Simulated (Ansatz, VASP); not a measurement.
# One calculation of HPbNO4, two programs

```
H Pb N O
1.0
     4.12040   -0.00081   -0.01120
     0.00404    6.42722    0.05360
     0.02791    3.20707    7.74994
H Pb N O
2 2 2 8
Direct
  0.90366 0.21821 0.48851
  0.40337 0.78177 0.51142
  0.39455 0.30863 0.70725
  0.89489 0.69135 0.29266
  0.63409 0.19990 0.20730
  0.13386 0.80012 0.79275
  0.90829 0.32866 0.54369
  0.53792 0.39076 0.19497
  0.53483 0.11279 0.10602
  0.83718 0.08887 0.32672
  0.40817 0.67132 0.45624
  0.03774 0.60924 0.80520
  0.03429 0.88737 0.89397
  0.33716 0.91101 0.67330
```

Alike in both runs: functional revPBE; k mesh 5 × 4 × 3; occupations fermi-dirac, width 0.05 eV; no spin polarisation.

|  | VASP | Ansatz |
| --- | --- | --- |
| version | VASP 6.6.1 | Ansatz 0.2.0 |
| potentials or method | VASP PAW PBE potentials, release 64 (H, Pb_d, N, O), cutoff 520 eV | all-electron LAPW, scalar-relativistic |
| task | single point | band structure |

|  | VASP | Ansatz | Ansatz less VASP |
| --- | --- | --- | --- |
| gap on the k mesh at the Fermi level (eV) | 3.34 | 3.36 | +0.028 |
| least direct gap on the mesh (eV) | 3.41 | 3.44 | +0.024 |
| pressure (GPa) | 2.6 | 1.9 | -0.72 |
| traceless stress, the component that is largest in VASP (GPa) | 0.75 | 0.16 | -0.588 |
| rms of the force components (eV/Å) | 0.223 | 0.071 | -0.1520 |

VASP's potentials were made for PBE, not for revPBE. Atom by atom the forces differ by 0.172 eV/Å (rms over components). One of these differences is far larger than is usual between the two programs; its cause wasn't traced. Ansatz ran all-electron here, and VASP with PAW potentials.

Neither program's run includes spin-orbit coupling. Noted on VASP's run: the standard files for N, O and F lose accuracy on very short bonds.
